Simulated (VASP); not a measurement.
Write the native input for VASP 6.6.1 that does the following.

```
Task                            : G0W0 quasiparticle levels
Functional                      : PBE
Potentials or basis             : VASP PAW PBE potentials, release 64 (Be_GW, S_GW)
Cutoff                          : 500 eV
k mesh                          : 4 × 4 × 4
Occupations                     : gaussian, width 0.01 eV
Spin                            : no spin polarisation
Dipole correction               : no
GW scheme                       : G0W0
GW iterations                   : 1
Cutoff of the response function : 80
Frequency points                : 48
Empty bands                     : 60
Further INCAR settings          : ALGO = EVGW0; EDIFF = 1e-08; NBANDS = 64
```

The system is BeS.

```xyz
2
Lattice="0.0000 2.3173 2.3173 2.3173 0.0000 2.3173 2.3173 2.3173 0.0000" Properties=species:S:1:pos:R:3 pbc="T T T"
Be    0.0000    0.0000    0.0000
S     2.3173    2.3173    2.3173
```

These files were run (other wordings do the same):

POSCAR

```
BeS
1.0
    0.0000000000      2.3172971969      2.3172971969
    2.3172971969      0.0000000000      2.3172971969
    2.3172971969      2.3172971969      0.0000000000
Be S
1 1
Direct
    0.0000000000      0.0000000000      0.0000000000
    0.5000000000      0.5000000000      0.5000000000
```

INCAR.step1

```
PREC     = Accurate       # precision mode
ENCUT    = 500            # plane-wave cutoff, eV
EDIFF    = 1E-8           # SCF threshold, eV
ISMEAR   = 0              # smearing method
SIGMA    = 0.01           # smearing width, eV
LREAL    = False          # projectors in reciprocal space
LASPH    = True           # aspherical terms in the spheres
NELM     = 60             # most SCF steps
ALGO     = Normal         # electronic algorithm
LWAVE    = True           # write WAVECAR
LCHARG   = False          # write CHGCAR
GGA      = PE             # functional
```

INCAR.step2

```
PREC     = Accurate       # precision mode
ENCUT    = 500            # plane-wave cutoff, eV
EDIFF    = 1E-8           # SCF threshold, eV
ISMEAR   = 0              # smearing method
SIGMA    = 0.01           # smearing width, eV
LREAL    = False          # projectors in reciprocal space
LASPH    = True           # aspherical terms in the spheres
NELM     = 1              # most SCF steps
ALGO     = Exact          # electronic algorithm
LWAVE    = True           # write WAVECAR
LCHARG   = False          # write CHGCAR
GGA      = PE             # functional
NBANDS   = 64             # bands
LOPTICS  = True           # frequency-dependent dielectric function
ISTART   = 1
```

INCAR.step3

```
PREC     = Accurate       # precision mode
ENCUT    = 500            # plane-wave cutoff, eV
EDIFF    = 1E-8           # SCF threshold, eV
ISMEAR   = 0              # smearing method
SIGMA    = 0.01           # smearing width, eV
LREAL    = False          # projectors in reciprocal space
LASPH    = True           # aspherical terms in the spheres
ALGO     = EVGW0          # electronic algorithm
LWAVE    = False          # write WAVECAR
LCHARG   = False          # write CHGCAR
GGA      = PE             # functional
NELMGW   = 1            
NBANDS   = 64             # bands
ENCUTGW  = 80.0           # cutoff of the response function
NOMEGA   = 48             # frequency points
PRECFOCK = Fast         
ISTART   = 1            
NBANDSGW = 12
```

KPOINTS

```
Automatic mesh
0
Gamma
  4 4 4
```

Potentials or basis: VASP PAW PBE potentials, release 64 (Be_GW, S_GW).

Run with:

```bash
$ cat potpaw_PBE.64/Be_GW/POTCAR potpaw_PBE.64/S_GW/POTCAR > POTCAR
$ cp INCAR.step1 INCAR
$ mpirun -np 1 vasp_std > vasp.out
$ cp INCAR.step2 INCAR
$ mpirun -np 1 vasp_std > vasp.out
$ cp INCAR.step3 INCAR
$ mpirun -np 1 vasp_std > vasp.out
```

It gave:

| Item | Value |
| --- | --- |
| Band gap on the k mesh, mean-field level | 1.23 eV, indirect (least direct gap 4.11 eV) |
| Quasiparticle gap | 1.85 eV |
| Least direct quasiparticle gap | 4.94 eV |

Caveat: the k points lie up to 0.59 Å⁻¹ apart; bands, screening cutoff and mesh are small and nothing is extrapolated, so the quasiparticle values aren't converged.

It took 63 s on 1 thread of Intel Xeon 8259CL, on a shared host, peak memory 0.21 GiB.
